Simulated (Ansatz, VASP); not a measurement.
One calculation of Al3BAs4, two programs

```xyz
8
Lattice="-2.7579 2.7579 5.4643 2.7579 -2.7579 5.4643 2.7579 2.7579 -5.4643" Properties=species:S:1:pos:R:3 pbc="T T T"
Al    0.0000    0.0000    0.0000
Al    2.7579    0.0000    2.7321
Al    0.0000    2.7579    2.7321
B     0.0000    0.0000    5.4643
As    1.2168    1.2168    4.2094
As    1.5411    1.5411   -1.2549
As   -1.2168    1.2168    6.7192
As    1.2168   -1.2168    6.7192
```

Alike in both runs: task relaxation of cell and atoms; functional PBE; k mesh 8 × 8 × 8; occupations gaussian, width 0.02 eV; no spin polarisation.

|  | VASP | Ansatz |
| --- | --- | --- |
| version | VASP 6.6.1 | Ansatz 0.2.0 |
| potentials or method | VASP PAW PBE potentials, release 64 (Al, B, As), cutoff 600 eV | scalar-relativistic, plane waves, PAW |
| valence electrons in the cell | 32 | 72 |

```csv
,VASP,Ansatz,Ansatz less VASP
"gap on the k mesh at the Fermi level, each at its own relaxed structure (eV)",1.07,1.08,+0.005
relaxed volume (Å³/atom),20.86,20.80,-0.058
relaxed cell length with the largest relative difference (Å),6.722,6.718,-0.0040
```

VASP's potentials hold 32 valence electrons a cell and Ansatz's 72, so a difference there can come from the potentials and not from the codes.
